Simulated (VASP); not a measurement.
# Cu (P6_3/mmc) in VASP: a series of runs

The runs below take Cu through single point, with PBEsol.

Everything below comes from runs of VASP 6.6.1. Logs are shortened: lines on timing, memory, paths and dates and some standing lists are left out, and cuts for length are marked.

## Step 1: The cell of the first run

It takes space group P6_3/mmc (No. 194, hexagonal). The conventional cell has a = 2.465 Å, b = 2.465 Å, c = 4.000 Å, α = 90.00°, β = 90.00°, γ = 120.00°. Within 3.2 Å of Cu (site symmetry -6m2) lie 12 Cu at 2.45 to 2.46 Å.

## Step 2: Single point, PBEsol

Input file INCAR:

```
  ALGO = Normal
  EDIFF = 1E-6
  ENCUT = 520
  GGA = PS
  ISIF = 2
  ISMEAR = -1
  LASPH = T
  LCHARG = F
  LREAL = F
  LWAVE = F
  NBANDS = 18
  NELM = 80
  PREC = Accurate
  SIGMA = 0.15
```

Input file KPOINTS:

```
k-points
0
Gamma
  10 10 6
```

Input file POSCAR:

```
Cu
1.0
    2.4646341058      0.0000000000      0.0000000000
   -1.2323170480      2.1344357448      0.0000000000
    0.0000000000      0.0000000000      3.9998406016
Cu
2
Direct
    0.3333333333      0.6666666667      0.2500000000
    0.6666666667      0.3333333333      0.7500000000
```

Potentials or basis: VASP PAW PBE potentials, release 64 (Cu).

Run with:

```sh
cat potpaw_PBE.64/Cu/POTCAR > POTCAR
mpirun -np 1 vasp_std > vasp.out
```

OUTCAR:

```text
EDIFF = 1E-6
   ENCUT = 520
   GGA = PS
   ISIF = 2
   ISMEAR = -1
   LASPH = T
   LREAL = F
   NELM = 80
   PREC = Accurate

 ion  position               nearest neighbor table
   1  0.333  0.667  0.250-   2 2.45   2 2.45   2 2.45   2 2.45   2 2.45   2 2.45
   2  0.667  0.333  0.750-   1 2.45   1 2.45   1 2.45   1 2.45   1 2.45   1 2.45

  LATTYP: Found a hexagonal cell.
 ALAT       =     2.4646341058
 C/A-ratio  =     1.6228942837

  Lattice vectors:

 A1 = (   2.4646341058,   0.0000000000,   0.0000000000)
 A2 = (  -1.2323170480,   2.1344357448,   0.0000000000)
 A3 = (   0.0000000000,   0.0000000000,   3.9998406016)

Analysis of symmetry for initial positions (statically):
=====================================================================
 Subroutine PRICEL returns:
 Original cell was already a primitive cell.

 Routine SETGRP: Setting up the symmetry group for a
 hexagonal supercell.

 Subroutine GETGRP returns: Found 24 space group operations
 (whereof 12 operations were pure point group operations)
 out of a pool of 24 trial point group operations.

The static configuration has the point symmetry D_3d.
 The point group associated with its full space group is D_6h.

Analysis of symmetry for dynamics (positions and initial velocities):
=====================================================================
 Subroutine PRICEL returns:
 Original cell was already a primitive cell.

 Routine SETGRP: Setting up the symmetry group for a
 hexagonal supercell.

 Subroutine GETGRP returns: Found 24 space group operations
 (whereof 12 operations were pure point group operations)
 out of a pool of 24 trial point group operations.

The dynamic configuration has the point symmetry D_3d.
 The point group associated with its full space group is D_6h.

 Subroutine INISYM returns: Found 24 space group operations
 (whereof 12 operations are pure point group operations),
 and found     1 'primitive' translations

----------------------------------------------------------------------------------------

                                     Primitive cell

[... 74 lines left out ...]
   total plane-waves  NPLWV =   9720
   dimension x,y,z NGX =    18 NGY =   18 NGZ =   30
   dimension x,y,z NGXF=    36 NGYF=   36 NGZF=   60
   ions per type =               2
   NGX,Y,Z   is equivalent  to a cutoff of  12.14, 12.14, 12.47 a.u.
   NGXF,Y,Z  is equivalent  to a cutoff of  24.28, 24.28, 24.94 a.u.
 SYSTEM =  unknown system
   PREC   = accura    normal or accurate (medium, high low for compatibility)
   ISTART =      0    job   : 0-new  1-cont  2-samecut
   ICHARG =      2    charge: 1-file 2-atom 10-const
   ISPIN  =      1    spin polarized calculation?
   LNONCOLLINEAR =      F non collinear calculations
   LSORBIT =      F    spin-orbit coupling
   LASPH  =      T    aspherical Exc in radial PAW
   ENCUT  =  520.0 eV  38.22 Ry    6.18 a.u.   4.58  4.58  7.44*2*pi/ulx,y,z
   NELM   =     80;   NELMIN=  2; NELMDL= -5     # of ELM steps
   EDIFF  = 0.1E-05   stopping-criterion for ELM
   LREAL  =      F    real-space projection
   EDIFFG = 0.1E-04   stopping-criterion for IOM
   NSW    =      0    number of steps for IOM
   IBRION =     -1    ionic relax: 0-MD 1-quasi-New 2-CG
   NFREE  =      0    steps in history (QN), initial steepest desc. (CG)
   ISIF   =      2    stress and relaxation
   ISYM   =      2    0-nonsym 1-usesym 2-fastsym
   POTIM  = 0.5000    time-step for ionic-motion
   TEBEG  =    0.0;   TEEND  =   0.0 temperature during run
   PSTRESS=    0.0 pullay stress
   NELECT =      22.0000    total number of electrons
   NUPDOWN=      -1.0000    fix difference up-down
   EMIN   =  10.00;   EMAX   =-10.00  energy-range for DOS
   EFERMI =   0.00;   METHOD = LEGACY
   ISMEAR =    -1;   SIGMA  =   0.15  broadening in eV -4-tet -1-fermi 0-gaus
   EFERMI_NEDOS =   21; number of points for ismear=-14 and -15
   IALGO  =     38    algorithm
   IMIX   =      4    mixing-type and parameters
     AMIX     =   0.40;   BMIX     =  1.00
     AMIX_MAG =   1.60;   BMIX_MAG =  1.00
  volume/ion in A,a.u.               =      10.52        71.00
  Fermi-wavevector in a.u.,A,eV,Ry     =   1.661587  3.139943 37.563918  2.760870
  Thomas-Fermi vector in A             =   2.748624
   LORBIT       =      0    0 simple, 1 ext, 2 COOP (PROOUT), +10 PAW based schemes
   GGA     = PS    functional components
   LHFCALC =     F    Hartree Fock is set to
   AEXX    =    0.0000 exact exchange contribution
   IVDW    =     0    specifies the selected vdW correction
   LEPSILON=     F    determine dielectric tensor
   LRPA    =     F    only Hartree local field effects (RPA)
 non-spin polarized calculation
  energy-cutoff  :      520.00
  volume of cell :       21.04
 maximum number of plane-waves:       578
   NGX =  9   NGY =  9   NGZ = 15

 number of electron      22.0000011 magnetization

 Free energy of the ion-electron system (eV)
  ---------------------------------------------------
  ext. energy  EPLUGINS =         0.00000000
  ---------------------------------------------------
  free energy    TOTEN  =        -8.53221759 eV

  energy without entropy =       -8.47666456  energy(sigma->0) =       -8.50444108

 E-fermi :   8.8618     XC(G=0): -13.5982

 val. band max:        8.8614630857   @ k =   0.3000  -0.0000   0.3333
 cond. band min:       8.8837368626   @ k =   0.5000  -0.0000   0.0000
 fundamental gap:      0.0222737769
 Fermi energy:         8.8617595403

 k-point     1 :       0.0000    0.0000    0.0000
  band No.  band energies     occupation
      1      -1.3906      2.00000
      2       3.1321      2.00000
      3       5.5223      2.00000
      4       5.5674      2.00000
      5       5.5674      2.00000
      6       5.8249      2.00000
[... 481 lines left out ...]
      5       5.4330      2.00000
      6       5.9225      2.00000
[... 10 lines left out ...]
     17      24.3349      0.00000
     18      27.3288      0.00000

 [... further k-points ...]
[... 5 lines left out ...]
  --------------------------------------------------------------------------------------
  -------------------------------------------------------------------------------------
  Total        1.9953500      1.9953500      2.2005745      0.0000000      0.0000000      0.0000000
  in kB      151.9327675    151.9327672    167.5592625      0.0000003      0.0000000      0.0000000
  external PRESSURE =     157.1415991 kB  Pullay stress =       0.0000000 kB

 VOLUME and BASIS-vectors are now :
 -----------------------------------------------------------------------------
  energy-cutoff  :      520.00
  volume of cell :       21.04
      direct lattice vectors                 reciprocal lattice vectors
     2.464634106  0.000000000  0.000000000     0.405739739  0.234253947  0.000000000
    -1.232317048  2.134435745  0.000000000     0.000000000  0.468507896  0.000000000
     0.000000000  0.000000000  3.999840602     0.000000000  0.000000000  0.250009963

 POSITION                                       TOTAL-FORCE (eV/Angst)
 -----------------------------------------------------------------------------------
      0.00000      1.42296      0.99996         0.000000     -0.000000      0.000000
      1.23232      0.71148      2.99988        -0.000000      0.000000      0.000000
 -----------------------------------------------------------------------------------
    total drift:                                0.000000     -0.000000      0.000000

  FREE ENERGIE OF THE ION-ELECTRON SYSTEM (eV)
  ---------------------------------------------------
  free  energy   TOTEN  =        -8.5322175871 eV

  energy  without entropy=       -8.4766645634  energy(sigma->0) =       -8.50444108
```

OSZICAR:

```text
N       E                     dE             d eps       ncg     rms          rms(c)
DAV:   1     0.117031816874E+03    0.11703E+03   -0.10430E+04  2200   0.224E+03
DAV:   2    -0.483107804677E+01   -0.12186E+03   -0.11533E+03  2020   0.290E+02
DAV:   3    -0.107338771214E+02   -0.59028E+01   -0.57124E+01  2214   0.852E+01
DAV:   4    -0.107917151504E+02   -0.57838E-01   -0.57804E-01  2322   0.897E+00
DAV:   5    -0.107924971011E+02   -0.78195E-03   -0.78193E-03  2464   0.928E-01    0.120E+01
DAV:   6    -0.923781100541E+01    0.15547E+01   -0.11815E+01  2138   0.103E+02    0.518E+00
DAV:   7    -0.856743964575E+01    0.67037E+00   -0.21472E+00  2230   0.401E+01    0.947E-01
DAV:   8    -0.853571325809E+01    0.31726E-01   -0.13293E-02  2706   0.131E+00    0.418E-01
DAV:   9    -0.853217668519E+01    0.35366E-02   -0.32434E-03  2656   0.172E+00    0.160E-02
DAV:  10    -0.853221517215E+01   -0.38487E-04   -0.17517E-04  2166   0.146E-01    0.454E-03
DAV:  11    -0.853221782250E+01   -0.26503E-05   -0.22215E-06  2194   0.214E-02    0.294E-03
DAV:  12    -0.853221758714E+01    0.23535E-06   -0.71155E-07  1308   0.181E-02
   1 F= -.85322176E+01 E0= -.85044411E+01  d E =-.555530E-01
```

It took 10 s on 1 thread of Intel Xeon Platinum 8488C (Sapphire Rapids), shared host; peak memory 0.13 GiB.

Results:

```
Free energy            : -8.5322 eV
Pressure               : 15.7 GPa
Band gap on the k mesh : zero (band 11 reaches 12.18 eV, above the bottom of band 12 at 6.79 eV)
```

Stress tensor (GPa, compression positive):
```
15.19  0.00  0.00
 0.00 15.19  0.00
 0.00  0.00 16.76
```

Caveat: the PAW data sets were made with another functional, which shifts forces and pressure a little.

(Part 1 of 2 ends here.)
